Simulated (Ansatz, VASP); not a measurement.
**Two plane-wave programs on C**

The input POSCAR:

```
C
1.0
   -0.3864880333      1.6125880011      1.6125880011
    1.6125880011     -0.3864880333      1.6125880011
    1.6125880011      1.6125880011     -0.3864880333
C
2
Direct
    0.5000000000      0.5000000000      0.5000000000
    0.7500000000      0.7500000000      0.7500000000
```

Contents of INCAR.step1:

```
PREC     = Accurate       # precision mode
ENCUT    = 520            # plane-wave cutoff, eV
ISMEAR   = 0              # smearing method
SIGMA    = 0.05           # smearing width, eV
LREAL    = False          # projectors in reciprocal space
LASPH    = True           # aspherical terms in the spheres
NELM     = 100            # most SCF steps
NBANDS   = 11             # bands
GGA      = PE             # functional
ALGO     = Normal         # electronic algorithm
EDIFF    = 1E-4           # SCF threshold, eV
LWAVE    = True           # write WAVECAR
LCHARG   = False          # write CHGCAR
```

Contents of INCAR.step2:

```
PREC     = Accurate       # precision mode
ENCUT    = 520            # plane-wave cutoff, eV
EDIFF    = 1E-7           # SCF threshold, eV
ISMEAR   = 0              # smearing method
SIGMA    = 0.05           # smearing width, eV
LREAL    = False          # projectors in reciprocal space
LASPH    = True           # aspherical terms in the spheres
NELM     = 100            # most SCF steps
ALGO     = Normal         # electronic algorithm
ISIF     = 2              # what is computed and relaxed
LWAVE    = False          # write WAVECAR
LCHARG   = False          # write CHGCAR
METAGGA  = R2SCAN         # meta-GGA
LMIXTAU  = True         
NBANDS   = 11             # bands
ISTART   = 1
```

The input KPOINTS:

```
Automatic mesh
0
Gamma
  12 12 12
```

Input for Ansatz:

```yaml
crystal:
  lattice:
    - [-0.3864880333, 1.6125880011, 1.6125880011]
    - [1.6125880011, -0.3864880333, 1.6125880011]
    - [1.6125880011, 1.6125880011, -0.3864880333]
  atoms:
    - { symbol: C, position: [0.5, 0.5, 0.5] }
    - { symbol: C, position: [0.75, 0.75, 0.75] }
basis:
  ecutwfc: 500
kpoints:
  mp_grid: { grid: [12, 12, 12] }
hamiltonian:
  xc: r2scan
scf:
  occupations: { method: gaussian, width: 0.05 }
output:
  forces: true
  stress: true
  eigenvalues: true
```

Alike in both runs: task single point; functional r2SCAN; k mesh 12 × 12 × 12; occupations gaussian, width 0.05 eV; no spin polarisation.

```csv
,VASP,Ansatz
version,VASP 6.6.1,Ansatz 0.2.0
potentials or method,"VASP PAW PBE potentials, release 64 (C), cutoff 520 eV","scalar-relativistic, plane waves, PAW"
valence electrons in the cell,8,8
```

```csv
,VASP,Ansatz,Ansatz less VASP
gap on the k mesh at the Fermi level (eV),0.18,0.20,+0.025
least direct gap on the mesh (eV),1.49,1.52,+0.037
rms of the force components (eV/Å),5.899,5.829,-0.0703
```

VASP's potentials were made for PBE, not for r2SCAN. Atom by atom the forces differ by 0.070 eV/Å (rms over components). With one functional, cell and mesh, what is left measures potentials, basis and numerics.
